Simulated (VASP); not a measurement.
## Br: relaxation of cell and atoms with PBE

The system is Br.

```
Br
1.0
     0.00000    3.24000    3.24000
     3.24000    0.00000    3.24000
     3.24000    3.24000    0.00000
Br
2
Direct
  0.00000 0.00000 0.00000
  0.25000 0.25000 0.25000
```

- Program: VASP 6.6.1
- Task: relaxation of cell and atoms
- Functional: PBE
- Potentials or basis: VASP PAW PBE potentials, release 64 (Br)
- Cutoff: 600 eV
- k mesh: 12 × 12 × 12
- Occupations: gaussian, width 0.02 eV
- Spin: no spin polarisation
- Target pressure: 30 GPa
- Dipole correction: no
- Further INCAR settings: ALGO = Normal; EDIFF = 1e-07; IBRION = 2; EDIFFG = -0.03; NSW = 80; ISIF = 3

| Quantity | Value |
| --- | --- |
| Relaxed volume | 24.78 Å³/atom |
| Relaxed cell | a = 4.123 Å, b = 4.123 Å, c = 4.123 Å, α = 60.00°, β = 60.00°, γ = 60.00° |
| Space group after relaxing (to 0.1 Å) | Fd-3m (No. 227) |
| Energy change on relaxing (the run minimises the enthalpy) | +896.2 meV/atom |
| Ionic steps | 5 |
| Pressure after relaxing | 30.0 GPa |
| Band gap on the k mesh | zero (bands 7 and 8 overlap by 3.39 eV) |

Step by step:
```tsv
step	energy change (eV)	largest force (eV/Å)	pressure (GPa)	volume (Å³)
1	0.0000	0.0000	6.28	68.02
2	11.2744	0.0000	161.55	29.52
3	1.3838	0.0000	24.81	51.95
4	1.6689	0.0000	28.44	50.24
5	1.7925	0.0000	30.02	49.56
```

Final structure:
```xyz
2
Lattice="0.0000 2.9154 2.9154 2.9154 0.0000 2.9154 2.9154 2.9154 0.0000" Properties=species:S:1:pos:R:3 pbc="T T T"
Br    0.0000    0.0000    0.0000
Br    1.4577    1.4577    1.4577
```

Levels at points of the mesh, in eV from the Fermi level:
```
           k point  band 5  band 6  band 7  band 8  band 9  band 10
(0.00, 0.00, 0.00)   -5.52   -2.33   -2.33   -2.33    4.28     7.51
(0.50, 0.00, 0.00)   -6.11   -1.08   -1.08    0.56    6.82     7.10
(0.50, 0.50, 0.00)   -3.59   -3.59    1.06    1.06    6.05     6.05
```

Wall time 2.7 min on 1 thread of Intel(R) Xeon(R) Platinum 8488C (Sapphire Rapids) (shared host), peak memory 0.27 GiB.

Caveat: the cell is relaxed towards a set pressure, so the run minimises the enthalpy, not the energy; the volume moved by over 15 % at a fixed basis, so the end points are rough.
